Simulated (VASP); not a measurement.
A run of VASP 6.6.1 is set up as follows.

Contents of POSCAR:

```
HfO2
1.0
    3.4816547624      0.0000000000      0.0000000000
    0.0000000000      3.4816547624      0.0000000000
    0.0000000000      0.0000000000      4.9967982515
Hf O
2 4
Direct
    0.5000000000      0.5000000000      0.5000000000
    0.0000000000      0.0000000000      0.0000000000
    0.0000000000      0.5000000000      0.7096634634
    0.5000000000      0.0000000000      0.7903365366
    0.5000000000      0.0000000000      0.2903365366
    0.0000000000      0.5000000000      0.2096634634
```

The input INCAR.step1:

```
SYSTEM = HfO2
PREC     = Accurate       ! precision mode
ENCUT    = 600            ! plane-wave cutoff, eV
ISMEAR   = 0              ! smearing method
SIGMA    = 0.02           ! smearing width, eV
LREAL    = .False.        ! projectors in reciprocal space
LASPH    = .True.         ! aspherical terms in the spheres
NELM     = 100            ! most SCF steps
GGA      = PE             ! functional
ALGO     = Normal         ! electronic algorithm
EDIFF    = 1E-4           ! SCF threshold, eV
LWAVE    = .True.         ! write WAVECAR
LCHARG   = .False.        ! write CHGCAR
```

INCAR.step2

```
SYSTEM = HfO2
PREC     = Accurate       ! precision mode
ENCUT    = 600            ! plane-wave cutoff, eV
EDIFF    = 1E-6           ! SCF threshold, eV
ISMEAR   = 0              ! smearing method
SIGMA    = 0.02           ! smearing width, eV
LREAL    = .False.        ! projectors in reciprocal space
LASPH    = .True.         ! aspherical terms in the spheres
NELM     = 100            ! most SCF steps
ALGO     = Normal         ! electronic algorithm
ISIF     = 4              ! what is computed and relaxed
LWAVE    = .False.        ! write WAVECAR
LCHARG   = .False.        ! write CHGCAR
METAGGA  = R2SCAN         ! meta-GGA
LMIXTAU  = .True.       
IBRION   = 2              ! ionic algorithm
NSW      = 50             ! ionic steps
EDIFFG   = -0.01          ! ionic threshold
ISTART   = 1
```

File KPOINTS:

```
regular mesh
0
Gamma
  6 6 6
  0 0 0
```

Potentials or basis: VASP PAW PBE potentials, release 64 (Hf_pv, O).

Run with:

```console
$ cat potpaw_PBE.64/Hf_pv/POTCAR potpaw_PBE.64/O/POTCAR > POTCAR
$ cp INCAR.step1 INCAR
$ mpirun -np 1 vasp_std > vasp.out
$ cp INCAR.step2 INCAR
$ mpirun -np 1 vasp_std > vasp.out
```

Question: What does it give for the band gap on the k mesh?

Answer: 5.19 eV (least direct gap 5.43 eV).

Stress tensor (GPa, compression positive):
```
19.61  0.00  0.00
 0.00 19.61  0.00
 0.00  0.00 19.41
```

Caveat: the PAW data sets were made with another functional, which shifts forces and pressure a little; spin-orbit coupling is left out, which moves the levels of the heavy elements. A k mesh can miss the band edges.
